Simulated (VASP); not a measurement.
# Ti8HO16 (a cell with a defect) in VASP: single point with r2SCAN

Aim: the single point of Ti8HO16 (a cell with a defect) with r2SCAN.

Program: VASP 6.6.1. These are calculated values, not measurements. Logs are shortened: lines on timing, memory, paths and dates and some standing lists are left out, and cuts for length are marked.

## 1. The cell of the first run

The cell holds a defect, 25 atoms: a = 6.500 Å, b = 6.500 Å, c = 7.486 Å, α = 115.73°, β = 115.73°, γ = 90.00°.

## 2. Single point, r2SCAN

File POSCAR:

```
Ti8HO16
1.0
    4.5964475549     -4.5964475549      0.0000000000
   -4.5964475549     -4.5964475549      0.0000000000
    0.0000000000      4.5964475549     -5.9081090620
Ti O H
8 16 1
Direct
    0.7276776909      0.2418431473      0.4941315350
    0.5223237456      1.0081561136      1.0058681953
    0.2664556209      0.7522905996      0.4941308580
    0.9835485473      0.4977087823      1.0058695494
    0.1250008841      0.1249989261      0.2500004628
    0.9018153878      0.8868083635      0.7499996959
    0.6250021652      0.6249984667      0.2499994473
    0.3481853477      0.3631901964      0.7500003730
    0.6379167150      0.9300823459      0.2494588344
    0.4378390290      0.6663565934      0.7499996959
    0.1384579806      0.4306236116      0.2505412450
    0.8893116979      0.1861410511      0.7500005422
    0.0516403823      0.2679565674      0.5020665612
    0.8097420191      1.0226636262      1.0035039871
    0.5562397708      0.7691602900      0.4964970973
    0.2995723446      0.5158896174      0.9979326614
    0.1983587630      0.9820441977     -0.0020663126
    0.9504260703      0.7341105379      0.5020668997
    0.6937594591      0.4808404628      0.0035024743
    0.4402573386      0.2273376896      0.4964965896
    0.6120828657      0.3199187577      0.2505420913
    0.3606860160      0.0638589591      0.7499993574
    0.1115408986      0.8193766699      0.2494578188
    0.8121606187      0.5836445773      0.7500003730
    0.6249991470      0.6250002348      0.7500002037
```

File INCAR.step1:

```
SYSTEM = Ti8HO16
ALGO = Normal
EDIFF = 1E-4
ENCUT = 520
GGA = PE
ISMEAR = 0
LASPH = .True.
LCHARG = .False.
LREAL = Auto
LWAVE = .True.
NBANDS = 114
NELECT = 192.0
NELM = 60
PREC = Accurate
SIGMA = 0.02
```

File INCAR.step2:

```
SYSTEM = Ti8HO16
ALGO = Normal
EDIFF = 1E-6
ENCUT = 520
ISIF = 2
ISMEAR = 0
ISTART = 1
LASPH = .True.
LCHARG = .False.
LMIXTAU = .True.
LREAL = Auto
LWAVE = .False.
METAGGA = R2SCAN
NBANDS = 114
NELECT = 192.0
NELM = 60
PREC = Accurate
SIGMA = 0.02
```

File KPOINTS:

```
k-points
0
Gamma
  2 2 2
  0 0 0
```

Potentials or basis: VASP PAW PBE potentials, release 64 (Ti_sv, O, H).

Started as:

```sh
> cat potpaw_PBE.64/Ti_sv/POTCAR potpaw_PBE.64/O/POTCAR potpaw_PBE.64/H/POTCAR > POTCAR
> cp INCAR.step1 INCAR
> mpirun -np 1 vasp_std > vasp.out
> cp INCAR.step2 INCAR
> mpirun -np 1 vasp_std > vasp.out
```

OUTCAR:

```text
SYSTEM = Ti8HO16
   EDIFF = 1E-6
   ENCUT = 520
   ISIF = 2
   ISMEAR = 0
   ISTART = 1
   LASPH = .True.
   LREAL = Auto
   METAGGA = R2SCAN
   NELECT = 192.0
   NELM = 60
   PREC = Accurate

 ion  position               nearest neighbor table
   1  0.728  0.242  0.494-  20 1.88   9 1.91  12 1.94  21 1.94  24 2.07  13 2.09   2 2.90
   2  0.522  0.008  0.006-  14 1.88  21 1.91  22 1.94   9 1.94  10 2.07  17 2.09   1 2.90
   3  0.266  0.752  0.494-  15 1.88  23 1.91  22 1.94  11 1.94  10 2.07  18 2.09   4 2.90
   4  0.984  0.498  0.006-  19 1.88  11 1.91  12 1.94  23 1.94  24 2.07  16 2.09   3 2.90
   5  0.125  0.125  0.250-  20 1.92  14 1.92  17 1.98  13 1.98  23 1.99  11 1.99
   6  0.902  0.887  0.750-  18 1.85  17 1.85  12 1.95  24 2.06  15 2.07  14 2.07
   7  0.625  0.625  0.250-  19 1.92  15 1.92  18 1.98  16 1.98  21 1.99   9 1.99
   8  0.348  0.363  0.750-  16 1.85  13 1.85  22 1.95  10 2.06  19 2.07  20 2.07
   9  0.638  0.930  0.249-   1 1.91   2 1.94   7 1.99
  10  0.438  0.666  0.750-  25 1.25   8 2.06   2 2.07   3 2.07
  11  0.138  0.431  0.251-   4 1.91   3 1.94   5 1.99
  12  0.889  0.186  0.750-   4 1.94   1 1.94   6 1.95
  13  0.052  0.268  0.502-   8 1.85   5 1.98   1 2.09
  14  0.810  0.023  0.004-   2 1.88   5 1.92   6 2.07
  15  0.556  0.769  0.496-   3 1.88   7 1.92   6 2.07
  16  0.300  0.516  0.998-   8 1.85   7 1.98   4 2.09
  17  0.198  0.982  0.998-   6 1.85   5 1.98   2 2.09
  18  0.950  0.734  0.502-   6 1.85   7 1.98   3 2.09
  19  0.694  0.481  0.004-   4 1.88   7 1.92   8 2.07
  20  0.440  0.227  0.496-   1 1.88   5 1.92   8 2.07
  21  0.612  0.320  0.251-   2 1.91   1 1.94   7 1.99
  22  0.361  0.064  0.750-   3 1.94   2 1.94   8 1.95
  23  0.112  0.819  0.249-   3 1.91   4 1.94   5 1.99
  24  0.812  0.584  0.750-  25 1.25   6 2.06   1 2.07   4 2.07
  25  0.625  0.625  0.750-  10 1.25  24 1.25

  LATTYP: Found a body centered tetragonal cell.
 ALAT       =     6.5003584709
 C/A-ratio  =     1.8177794620

  Lattice vectors:

 A1 = (   4.5964475549,   0.0000000000,   5.9081090620)
 A2 = (  -4.5964475549,   0.0000000000,   5.9081090620)
 A3 = (   0.0000000000,  -4.5964475549,  -5.9081090620)

Analysis of symmetry for initial positions (statically):
=====================================================================
 Subroutine PRICEL returns:
 Original cell was already a primitive cell.

 Routine SETGRP: Setting up the symmetry group for a
 body centered tetragonal supercell.

 Subroutine GETGRP returns: Found  4 space group operations
 (whereof  1 operations were pure point group operations)
 out of a pool of 16 trial point group operations.

The static configuration has the point symmetry C_1 .
 The point group associated with its full space group is C_2h.

Analysis of symmetry for dynamics (positions and initial velocities):
=====================================================================
 Subroutine PRICEL returns:
 Original cell was already a primitive cell.

 Routine SETGRP: Setting up the symmetry group for a
 body centered tetragonal supercell.

 Subroutine GETGRP returns: Found  4 space group operations
 (whereof  1 operations were pure point group operations)
 out of a pool of 16 trial point group operations.

The dynamic configuration has the point symmetry C_1 .
 The point group associated with its full space group is C_2h.

 Subroutine INISYM returns: Found  4 space group operations
 (whereof  1 operations are pure point group operations),
 and found     1 'primitive' translations

----------------------------------------------------------------------------------------

                                     Primitive cell

  volume of cell :     249.6451

  direct lattice vectors                    reciprocal lattice vectors
     4.596447555 -4.596447555  0.000000000     0.108779660 -0.108779660 -0.084629447
    -4.596447555 -4.596447555  0.000000000    -0.108779660 -0.108779660 -0.084629447
     0.000000000  4.596447555 -5.908109062     0.000000000  0.000000000 -0.169258893

  length of vectors
     6.500358471  6.500358471  7.485524886     0.175579531  0.175579531  0.169258893

  position of ions in fractional coordinates (direct lattice)
     0.727677691  0.241843147  0.494131535
     0.522323746  0.008156114  0.005868195
     0.266455621  0.752290600  0.494130858
     0.983548547  0.497708782  0.005869549
     0.125000884  0.124998926  0.250000463
     0.901815388  0.886808364  0.749999696
[... 17 lines left out ...]
     0.812160619  0.583644577  0.750000373
     0.624999147  0.625000235  0.750000204

  ion indices of the primitive-cell ions
   primitive index   ion index
                 1           1
                 2           2
                 3           3
                 4           4
                 5           5
                 6           6
[... 17 lines left out ...]
                24          24
                25          25

----------------------------------------------------------------------------------------

 KPOINTS: k-points

Automatic generation of k-mesh.
 Grid dimensions read from file:
 generate k-points for:    2    2    2

 Generating k-lattice:

  Cartesian coordinates                     Fractional coordinates (reciprocal lattice)
     0.054389830 -0.054389830 -0.042314723     0.500000000  0.000000000  0.000000000
    -0.054389830 -0.054389830 -0.042314723     0.000000000  0.500000000  0.000000000
     0.000000000  0.000000000 -0.084629447     0.000000000  0.000000000  0.500000000

  Length of vectors
     0.087789766  0.087789766  0.084629447

  Shift w.r.t. Gamma in fractional coordinates (k-lattice)
     0.000000000  0.000000000  0.000000000

 Subroutine IBZKPT returns following result:
 ===========================================

 Found      6 irreducible k-points:

 Following reciprocal coordinates:
            Coordinates               Weight
  0.000000  0.000000  0.000000      1.000000
  0.500000  0.000000  0.000000      2.000000
  0.000000  0.500000  0.500000      2.000000
  0.500000  0.500000  0.000000      1.000000
  0.500000  0.500000  0.500000      1.000000
  0.000000  0.000000  0.500000      1.000000
   k-points           NKPTS =      6   k-points in BZ     NKDIM =      6   number of bands    NBANDS=    114
   number of dos      NEDOS =    301   number of ions     NIONS =     25
   total plane-waves  NPLWV = 129024
   dimension x,y,z NGX =    48 NGY =   48 NGZ =   56
   dimension x,y,z NGXF=    96 NGYF=   96 NGZF=  112
   ions per type =               8  16   1
   NGX,Y,Z   is equivalent  to a cutoff of  12.28, 12.28, 12.44 a.u.
   NGXF,Y,Z  is equivalent  to a cutoff of  24.55, 24.55, 24.87 a.u.
 SYSTEM =  Ti8HO16
   PREC   = accura    normal or accurate (medium, high low for compatibility)
   ISTART =      1    job   : 0-new  1-cont  2-samecut
   ICHARG =      0    charge: 1-file 2-atom 10-const
   ISPIN  =      1    spin polarized calculation?
   LNONCOLLINEAR =      F non collinear calculations
   LSORBIT =      F    spin-orbit coupling
   LASPH  =      T    aspherical Exc in radial PAW
   ENCUT  =  520.0 eV  38.22 Ry    6.18 a.u.  12.09 12.09 13.92*2*pi/ulx,y,z
   NELM   =     60;   NELMIN=  2; NELMDL=  0     # of ELM steps
   EDIFF  = 0.1E-05   stopping-criterion for ELM
   LREAL  =      T    real-space projection
   EDIFFG = 0.1E-04   stopping-criterion for IOM
   NSW    =      0    number of steps for IOM
   IBRION =     -1    ionic relax: 0-MD 1-quasi-New 2-CG
   NFREE  =      0    steps in history (QN), initial steepest desc. (CG)
   ISIF   =      2    stress and relaxation
   ISYM   =      2    0-nonsym 1-usesym 2-fastsym
   POTIM  = 0.5000    time-step for ionic-motion
   TEBEG  =    0.0;   TEEND  =   0.0 temperature during run
   PSTRESS=    0.0 pullay stress
   NELECT =     192.0000    total number of electrons
   NUPDOWN=      -1.0000    fix difference up-down
   EMIN   =  10.00;   EMAX   =-10.00  energy-range for DOS
   EFERMI =   0.00;   METHOD = LEGACY
   ISMEAR =     0;   SIGMA  =   0.02  broadening in eV -4-tet -1-fermi 0-gaus
   EFERMI_NEDOS =   21; number of points for ismear=-14 and -15
   IALGO  =     38    algorithm
   IMIX   =      4    mixing-type and parameters
     AMIX     =   0.40;   BMIX     =  1.00
     AMIX_MAG =   1.60;   BMIX_MAG =  1.00
  volume/ion in A,a.u.               =       9.99        67.39
  Fermi-wavevector in a.u.,A,eV,Ry     =   1.499918  2.834434 30.609764  2.249754
  Thomas-Fermi vector in A             =   2.611486
   LORBIT       =      0    0 simple, 1 ext, 2 COOP (PROOUT), +10 PAW based schemes
   METAGGA = R2SCAN    functional components
   LHFCALC =     F    Hartree Fock is set to
   AEXX    =    0.0000 exact exchange contribution
   IVDW    =     0    specifies the selected vdW correction
   LEPSILON=     F    determine dielectric tensor
   LRPA    =     F    only Hartree local field effects (RPA)
 non-spin polarized calculation
 Gauss-broadening in eV      SIGMA  =   0.02
  energy-cutoff  :      520.00
  volume of cell :      249.65
 maximum number of plane-waves:      6754
   NGX = 25   NGY = 25   NGZ = 27

 number of electron     191.9999998 magnetization

 Free energy of the ion-electron system (eV)
  ---------------------------------------------------
  ext. energy  EPLUGINS =         0.00000000
  ---------------------------------------------------
  free energy    TOTEN  =      -288.72806711 eV

  energy without entropy =     -288.72806711  energy(sigma->0) =     -288.72806711

 E-fermi :   4.3895     XC(G=0): -12.1633

 val. band max:        4.3010077305   @ k =   0.0000   0.0000   0.0000
 cond. band min:       6.9285055633   @ k =   0.0000   0.0000   0.5000
 fundamental gap:      2.6274978329
 Fermi energy:         4.3895055654

 k-point     1 :       0.0000    0.0000    0.0000
  band No.  band energies     occupation
      1     -54.5307      2.00000
      2     -54.5254      2.00000
      3     -54.5093      2.00000
      4     -54.4970      2.00000
      5     -54.4861      2.00000
      6     -54.4710      2.00000
[... 100 lines left out ...]
    107       7.9049      0.00000
    108       7.9425      0.00000
[... 553 lines left out ...]
    107       7.8334      0.00000
    108       7.9442      0.00000
 [bands above 108 left out]

------------------------ aborting loop because EDIFF is reached ----------------------------------------

  FORCE on cell =-STRESS in cart. coord.  units (eV):
  Direction    XX          YY          ZZ          XY          YZ          ZX
  --------------------------------------------------------------------------------------
  -------------------------------------------------------------------------------------
  Total      -14.1481306     -4.6549721     -3.6632670      1.1288900      0.0000000      0.0000000
  in kB      -90.8001415    -29.8747686    -23.5101847      7.2450119      0.0000000      0.0000000
  external PRESSURE =     -48.0616983 kB  Pullay stress =       0.0000000 kB

 VOLUME and BASIS-vectors are now :
 -----------------------------------------------------------------------------
  energy-cutoff  :      520.00
  volume of cell :      249.65
      direct lattice vectors                 reciprocal lattice vectors
     4.596447555 -4.596447555  0.000000000     0.108779660 -0.108779660 -0.084629447
    -4.596447555 -4.596447555  0.000000000    -0.108779660 -0.108779660 -0.084629447
     0.000000000  4.596447555 -5.908109062     0.000000000  0.000000000 -0.169258893

 POSITION                                       TOTAL-FORCE (eV/Angst)
 -----------------------------------------------------------------------------------
      2.23311     -2.18510     -2.91938         0.035708     -0.094834     -0.061011
      2.36334     -2.41135     -0.03467        -0.035708      0.094834      0.061011
     -2.23311     -2.41137     -2.91938        -0.035708      0.094834     -0.061011
      2.23314     -6.78154     -0.03468         0.035708     -0.094834      0.061011
      0.00001      0.00000     -1.47703        -0.000000     -0.000000      0.000000
      0.06898     -4.77398     -4.43108        -0.088423      0.110588      0.000000
[... 17 lines left out ...]
      1.05036     -2.96841     -4.43108         0.013350     -0.001040      0.000000
     -0.00001     -2.29822     -4.43108        -0.000000     -0.000000      0.000000
 -----------------------------------------------------------------------------------
    total drift:                               -0.238087     -0.067039     -0.036674

  FREE ENERGIE OF THE ION-ELECTRON SYSTEM (eV)
  ---------------------------------------------------
  free  energy   TOTEN  =      -288.7280671147 eV

  energy  without entropy=     -288.7280671147  energy(sigma->0) =     -288.72806711
```

Run time: 9.8 min. Hardware: 1 thread of Intel Xeon 6975P-C (Granite Rapids), shared host; peak memory 0.42 GiB.

What came out:

```yaml
Free_energy: -288.7281 eV
Largest_force: 0.142 eV/Å
```

Forces on the atoms (eV/Å):
```
Ti   0.036 -0.095 -0.061
Ti  -0.036  0.095  0.061
Ti  -0.036  0.095 -0.061
Ti   0.036 -0.095  0.061
Ti   0.000  0.000  0.000
Ti  -0.088  0.111  0.000
Ti   0.000  0.000  0.000
Ti   0.088 -0.111  0.000
O    0.051  0.038  0.017
O   -0.013  0.001  0.000
O    0.051  0.038 -0.017
O    0.016  0.004  0.000
O   -0.086  0.066  0.054
O    0.035 -0.047  0.045
O    0.035 -0.047 -0.045
O   -0.086  0.066 -0.054
O    0.086 -0.066 -0.054
O    0.086 -0.066  0.054
O   -0.035  0.047  0.045
O   -0.035  0.047 -0.045
O   -0.051 -0.038 -0.017
O   -0.016 -0.004  0.000
O   -0.051 -0.038  0.017
O    0.013 -0.001  0.000
H    0.000  0.000  0.000
```

Levels at points of the mesh, in eV from the Fermi level:
```csv
k point,band 94,band 95,band 96,band 97,band 98,band 99
"(0.00, 0.00, 0.00)",-0.44,-0.31,-0.09,2.55,2.79,2.98
"(0.50, 0.00, 0.00)",-0.71,-0.55,-0.42,2.64,2.82,2.84
"(0.00, 0.50, 0.50)",-0.62,-0.51,-0.41,2.72,2.79,2.90
"(0.50, 0.50, 0.00)",-0.53,-0.47,-0.37,2.62,2.70,2.99
"(0.50, 0.50, 0.50)",-0.66,-0.63,-0.59,2.55,2.59,2.96
"(0.00, 0.00, 0.50)",-0.61,-0.47,-0.33,2.54,2.63,2.88
```

Caveat: the k points lie up to 0.55 Å⁻¹ apart; the cell carries a net charge on a neutralising background, which shifts energy and pressure; the cell is charged against a uniform background, so pressure and absolute levels hang on convention; the PAW data sets were made with another functional, which shifts forces and pressure a little.
